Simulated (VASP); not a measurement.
# Hg (R-3m) in VASP: a series of runs, part 2 of 2

VASP 6.6.1.

## Step 3: Single point, LDA

INCAR reads:

```
SYSTEM = Hg
PREC = Accurate
ENCUT = 520
EDIFF = 1E-6
ISMEAR = 0
SIGMA = 1.0
LREAL = .False.
LASPH = .True.
NELM = 100
ALGO = Normal
ISIF = 2
LWAVE = .False.
LCHARG = .False.
NBANDS = 12
```

KPOINTS reads:

```
Automatic mesh
0
Gamma
  11 11 11
  0 0 0
```

POSCAR reads:

```
Hg
1.0
    1.7463233735      1.0082402698      2.1478810803
   -1.7463233735      1.0082402698      2.1478810803
    0.0000000000     -2.0164805396      2.1478810803
Hg
1
Direct
    0.0000000000      1.0000000000      0.0000000000
```

Potentials or basis: VASP PAW LDA potentials, release 64 (Hg).

Launch:

```bash
cat potpaw_LDA.64/Hg/POTCAR > POTCAR
mpirun -np 1 vasp_std > vasp.out
```

It took 38 s on 1 thread of Intel Xeon 8259CL, shared host; peak memory 0.16 GiB.

The run converged. Its results:

```
Free energy            : -1.0386 eV
Pressure               : 0.8 GPa
Band gap on the k mesh : zero (bands 6 and 7 overlap by 2.76 eV)
```

Levels at points of the mesh, in eV from the Fermi level:
```csv
k point,band 3,band 4,band 5,band 6,band 7,band 8,band 9,band 10
"(0.00, 0.00, 0.00)",-8.07,-6.39,-6.27,-6.27,11.98,12.40,12.40,17.04
```

Caveat: so wide a smearing shifts energies and pressures; spin-orbit coupling is left out, which moves the levels of the heavy elements.

## Step 4: Single point, LDA

INCAR reads:

```
SYSTEM = Hg
PREC = Accurate
ENCUT = 520
EDIFF = 1E-6
ISMEAR = 1
SIGMA = 0.01
LREAL = .FALSE.
LASPH = .TRUE.
NELM = 100
ALGO = Normal
ISIF = 2
LWAVE = .FALSE.
LCHARG = .TRUE.
GGA = CA
LELF = .TRUE.
LVHAR = .TRUE.
NBANDS = 12
```

KPOINTS reads:

```
regular mesh
0
G
  11 11 11
  0 0 0
```

POSCAR is that of step 3.

Launch:

```bash
cat potpaw_LDA.64/Hg/POTCAR > POTCAR
mpirun -np 1 vasp_std > vasp.out
```

Wall time 35 s (1 thread of Intel Xeon 8259CL, shared host); peak memory 0.16 GiB.

The run converged. Its results:

```yaml
Free_energy: -0.9664 eV
Pressure: 0.9 GPa
Band_gap_on_the_k_mesh: zero (bands 6 and 7 overlap by 2.76 eV)
```

Stress tensor (GPa, compression positive):
```
0.57 0.00 0.00
0.00 0.57 0.00
0.00 0.00 1.42
```

Levels at points of the mesh, in eV from the Fermi level:
```tsv
k point	band 3	band 4	band 5	band 6	band 7	band 8	band 9	band 10
(0.00, 0.00, 0.00)	-7.87	-6.19	-6.08	-6.08	12.17	12.58	12.58	17.22
```

Caveat: spin-orbit coupling is left out, which moves the levels of the heavy elements.

## Step 5: Single point, LDA

INCAR reads:

```
SYSTEM = Hg
PREC     = Accurate       ! precision mode
ENCUT    = 520            ! plane-wave cutoff, eV
EDIFF    = 1E-6           ! SCF threshold, eV
ISMEAR   = 1              ! smearing method
SIGMA    = 0.03           ! smearing width, eV
LREAL    = .FALSE.        ! projectors in reciprocal space
LASPH    = .TRUE.         ! aspherical terms in the spheres
NELM     = 100            ! most SCF steps
ALGO     = Normal         ! electronic algorithm
ISIF     = 2              ! what is computed and relaxed
LWAVE    = .FALSE.        ! write WAVECAR
LCHARG   = .FALSE.        ! write CHGCAR
NBANDS   = 12             ! bands
```

KPOINTS is that of step 4.

POSCAR is that of step 4.

Launch:

```bash
cat potpaw_LDA.64/Hg/POTCAR > POTCAR
mpirun -np 1 vasp_std > vasp.out
```

Wall time 39 s (1 thread of Intel Xeon 8259CL, shared host); peak memory 0.16 GiB.

The run converged. Its results:

```yaml
Free_energy: -0.9664 eV
Pressure: 0.9 GPa
Band_gap_on_the_k_mesh: zero (bands 6 and 7 overlap by 2.76 eV)
```

Stress tensor (GPa, compression positive):
```
0.58 0.00 0.00
0.00 0.58 0.00
0.00 0.00 1.49
```

Levels at points of the mesh, in eV from the Fermi level:
```
           k point  band 4  band 5  band 6  band 7  band 8  band 9
(0.00, 0.00, 0.00)   -6.20   -6.08   -6.08   12.16   12.57   12.57
```

Caveat: spin-orbit coupling is left out, which moves the levels of the heavy elements.

## Step 6: Single point, LDA

INCAR reads:

```
SYSTEM = Hg
PREC = Accurate
ENCUT = 500
EDIFF = 1E-6
ISMEAR = -1
SIGMA = 0.1
LREAL = .FALSE.
LASPH = .TRUE.
NELM = 120
ALGO = Normal
ISIF = 2
LWAVE = .FALSE.
LCHARG = .FALSE.
NBANDS = 16
GGA_COMPAT = .FALSE.
```

KPOINTS reads:

```
Automatic mesh
0
G
  9 9 9
  0 0 0
```

POSCAR is that of step 5.

Potentials or basis: VASP PAW LDA potentials, release 64 (Hg_sv_GW).

Launch:

```bash
cat potpaw_LDA.64/Hg_sv_GW/POTCAR > POTCAR
mpirun -np 1 vasp_std > vasp.out
```

OUTCAR:

```text
SYSTEM = Hg
   PREC = Accurate
   ENCUT = 500
   EDIFF = 1E-6
   ISMEAR = -1
   LREAL = .FALSE.
   LASPH = .TRUE.
   NELM = 120
   ISIF = 2

 ion  position               nearest neighbor table
   1  0.000  0.000  0.000-

  LATTYP: Found a trigonal (rhomboedric) cell.
 ALAT       =     2.9461138643
 COS(alpha) =     0.2972833017

  Lattice vectors:

 A1 = (   1.7463233735,   1.0082402698,   2.1478810803)
 A2 = (  -1.7463233735,   1.0082402698,   2.1478810803)
 A3 = (   0.0000000000,  -2.0164805396,   2.1478810803)

Analysis of symmetry for initial positions (statically):
=====================================================================
 Subroutine PRICEL returns:
 Original cell was already a primitive cell.

 Routine SETGRP: Setting up the symmetry group for a
 trigonal (rhombohedral) supercell.

 Subroutine GETGRP returns: Found 12 space group operations
 (whereof 12 operations were pure point group operations)
 out of a pool of 12 trial point group operations.

[... 148 lines left out ...]
   NGX = 11   NGY = 11   NGZ = 11

 number of electron      19.9999992 magnetization

 Free energy of the ion-electron system (eV)
  ---------------------------------------------------
  ext. energy  EPLUGINS =         0.00000000
  ---------------------------------------------------
  free energy    TOTEN  =        -0.97681848 eV

  energy without entropy =       -0.96623786  energy(sigma->0) =       -0.97152817

 E-fermi :   6.0863     XC(G=0): -11.9147

 val. band max:        5.9461858653   @ k =  -0.4444   0.4444   0.1111
 cond. band min:       6.1998005731   @ k =  -0.1111   0.4444   0.1111
 fundamental gap:      0.2536147078
 Fermi energy:         6.0863233824

 k-point     1 :       0.0000    0.0000    0.0000
  band No.  band energies     occupation
      1    -108.4517      2.00000
      2     -57.0366      2.00000
      3     -57.0331      2.00000
      4     -57.0331      2.00000
      5      -3.3909      2.00000
      6      -1.8518      2.00000
[... 433 lines left out ...]
      3     -57.0710      2.00000
      4     -57.0306      2.00000
      5      -2.1778      2.00000
      6      -2.0138      2.00000
[... 8 lines left out ...]
     15      22.6913      0.00000
     16      27.3769      0.00000

 [... further k-points ...]
[... 5 lines left out ...]
  --------------------------------------------------------------------------------------
  -------------------------------------------------------------------------------------
  Total       -0.2159391     -0.2159391     -0.0464935      0.0000000      0.0000000      0.0000000
  in kB      -15.2472545    -15.2472545     -3.2828604      0.0000000      0.0000000      0.0000000
  external PRESSURE =     -11.2591231 kB  Pullay stress =       0.0000000 kB

 VOLUME and BASIS-vectors are now :
 -----------------------------------------------------------------------------
  energy-cutoff  :      500.00
  volume of cell :       22.69
      direct lattice vectors                 reciprocal lattice vectors
     1.746323374  1.008240270  2.147881080     0.286315815  0.165304513  0.155191708
    -1.746323374  1.008240270  2.147881080    -0.286315815  0.165304513  0.155191708
     0.000000000 -2.016480540  2.147881080     0.000000000 -0.330609026  0.155191708

 POSITION                                       TOTAL-FORCE (eV/Angst)
 -----------------------------------------------------------------------------------
      0.00000      0.00000      0.00000        -0.000000      0.000000      0.000000
 -----------------------------------------------------------------------------------
    total drift:                                0.000000     -0.000000      0.000000

  FREE ENERGIE OF THE ION-ELECTRON SYSTEM (eV)
  ---------------------------------------------------
  free  energy   TOTEN  =        -0.9768184811 eV

  energy  without entropy=       -0.9662378566  energy(sigma->0) =       -0.97152817
```

stdout:

```text
POSCAR found type information on POSCAR Hg
 POSCAR found :  1 types and       1 ions
 scaLAPACK will be used
 LDA part: xc-table for (Slater(with rela. corr.)+CA(PZ))
 , standard interpolation
 POSCAR, INCAR and KPOINTS ok, starting setup
 FFT: planning ... GRIDC
 FFT: planning ... GRID_SOFT
 FFT: planning ... GRID
 WAVECAR not read
 entering main loop
```

Wall time 27 s (1 thread of Intel Xeon Platinum 8488C (Sapphire Rapids), shared host); peak memory 0.16 GiB.

Results:

```yaml
Free_energy: -0.9768 eV
Pressure: -1.1 GPa
Band_gap_on_the_k_mesh: zero (bands 10 and 11 overlap by 2.72 eV)
```

Levels at points of the mesh, in eV from the Fermi level:
```tsv
k point	band 6	band 7	band 8	band 9	band 10	band 11	band 12	band 13	band 14	band 15
(0.00, 0.00, 0.00)	-7.94	-7.94	-6.25	-6.14	-6.14	11.62	12.28	12.28	17.13	18.47
```

Caveat: spin-orbit coupling is left out, which moves the levels of the heavy elements.

## Step 7: Summary

```csv
potentials or basis,k mesh,cutoff (eV),smearing,gap on the mesh (eV),pressure (GPa)
"VASP PAW LDA potentials, release 64 (Hg)",11 × 11 × 11,520,gaussian 0.6 eV,none,0.7
"VASP PAW LDA potentials, release 64 (Hg)",11 × 11 × 11,520,gaussian 1 eV,none,0.8
"VASP PAW LDA potentials, release 64 (Hg)",11 × 11 × 11,520,methfessel-paxton 0.01 eV,none,0.9
"VASP PAW LDA potentials, release 64 (Hg)",11 × 11 × 11,520,methfessel-paxton 0.03 eV,none,0.9
"VASP PAW LDA potentials, release 64 (Hg_sv_GW)",9 × 9 × 9,500,fermi-dirac 0.1 eV,none,-1.1
```

Alike in all rows: task single point; level LDA; no spin polarisation; cell as given.

Caveats: spin-orbit coupling is left out, which moves the levels of the heavy elements; so wide a smearing shifts energies and pressures (at least some runs).

Total energies depend on the potentials used, so only differences within one code and one set of settings carry meaning.
